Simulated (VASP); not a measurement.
TiO2 (Anatase), 6 atoms in the cell. Symmetry: I4_1/amd, No. 141, tetragonal system. Conventional cell: a = 3.778 Å, b = 3.778 Å, c = 9.583 Å, α = 90.00°, β = 90.00°, γ = 90.00°. Ti (site symmetry -4m2) has 6 O at 1.93 to 1.99 Å within 2.6 Å. O (site symmetry 2mm) has 3 Ti at 1.93 to 1.99 Å and 2 O at 2.46 Å within 2.6 Å. 

- Program: VASP 6.6.1
- Task: single point
- Functional: r2SCAN
- Potentials or basis: VASP PAW PBE potentials, release 64 (Ti_sv, O)
- Cutoff: 520 eV
- k mesh: 8 × 8 × 8
- Occupations: fermi-dirac, width 0.02 eV
- Spin: no spin polarisation
- Dipole correction: no
- Further INCAR settings: ALGO = Normal; EDIFF = 1e-06; NBANDS = 33

Potentials or basis: VASP PAW PBE potentials, release 64 (Ti_sv, O).

The run is started by

```sh
$ cat potpaw_PBE.64/Ti_sv/POTCAR potpaw_PBE.64/O/POTCAR > POTCAR
$ cp INCAR.step1 INCAR
$ mpirun -np 1 vasp_std > vasp.out
$ cp INCAR.step2 INCAR
$ mpirun -np 1 vasp_std > vasp.out
```

Hardware: 1 thread of Intel(R) Xeon(R) Platinum 8559C (Emerald Rapids) (shared host).

How long does it take, and how much memory?

It took 11 min on 1 thread of Intel(R) Xeon(R) Platinum 8559C (Emerald Rapids), with other jobs on the host, peak memory 0.34 GiB. Counts: k points 59.
